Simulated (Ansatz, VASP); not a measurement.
# Be3CdO4: VASP beside Ansatz

```
Be Cd O
1.0
     2.64091    0.00000    0.00000
     0.00000    2.49653    0.00000
     0.00000    0.00000   10.50659
Be Cd O
3 1 4
Cartesian
  1.3205 0.0000 0.0000
  0.0000 0.0000 2.3843
  0.0000 0.0000 8.1222
  1.3205 1.2483 5.2533
  0.0000 1.2483 1.1474
  0.0000 1.2483 9.3592
  1.3205 1.2483 3.1748
  1.3205 1.2483 7.3318
```

Change from the starting cell: species swapped into the AlCr3B4 type (Pmmm, No. 47).

Alike in both runs: functional PBE; k mesh 4 × 4 × 2; occupations gaussian, width 0.15 eV; no spin polarisation.

Ansatz relaxed the structure, and its values are those at the end. VASP's run is a single point on that final structure, the one shown.

|  | VASP | Ansatz |
| --- | --- | --- |
| version | VASP 6.6.1 | Ansatz 0.2.0 |
| potentials or method | VASP PAW PBE potentials, release 64 (Be, Cd, O), cutoff 600 eV | scalar-relativistic, plane waves, PAW |
| valence electrons in the cell | 42 | 50 |

```tsv
	VASP	Ansatz	Ansatz less VASP
gap on the k mesh at the Fermi level (eV)	none	none	-
pressure (GPa)	0.9	0.2	-0.75
rms of the force components (eV/Å)	0.054	0.016	-0.0378
```

A gap of «none» marks a metal or a gap that the smearing closes. VASP's potentials hold 42 valence electrons a cell and Ansatz's 50, so a difference there can come from the potentials and not from the codes.

The k mesh is coarse, so the values compare programs but aren't converged.
